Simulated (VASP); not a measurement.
The system is Ir.

```
Ir
1.0
     0.00000    1.91970    1.91970
     1.91970    0.00000    1.91970
     1.91970    1.91970    0.00000
Ir
1
Direct
  0.00000 0.00000 0.00000
```

Base run:

| Item | Value |
| --- | --- |
| Program | VASP 6.6.1 |
| Functional | r2SCAN |
| Potentials or basis | VASP PAW PBE potentials, release 64 (Ir) |
| Cutoff | 520 eV |
| k mesh | 8 × 8 × 8 |
| Occupations | gaussian, width 0.1 eV |
| Spin | no spin polarisation |

Its results: pressure 5.4 GPa.

Task: The run is repeated on the same cell with these changes: potentials or basis from VASP PAW PBE potentials, release 64 (Ir) to VASP PAW PBE potentials, release 64 (Ir_sv_GW); cutoff from 520 eV to 550 eV; further incar settings from ALGO = Normal; EDIFF = 1e-07; NBANDS = 10 to ALGO = Normal; EDIFF = 1e-06; NBANDS = 14; valence electrons from 9 to 17. What comes out?

Result: Pressure 0.6 GPa.

Caveats: the PAW data sets were made with another functional, which shifts forces and pressure a little.
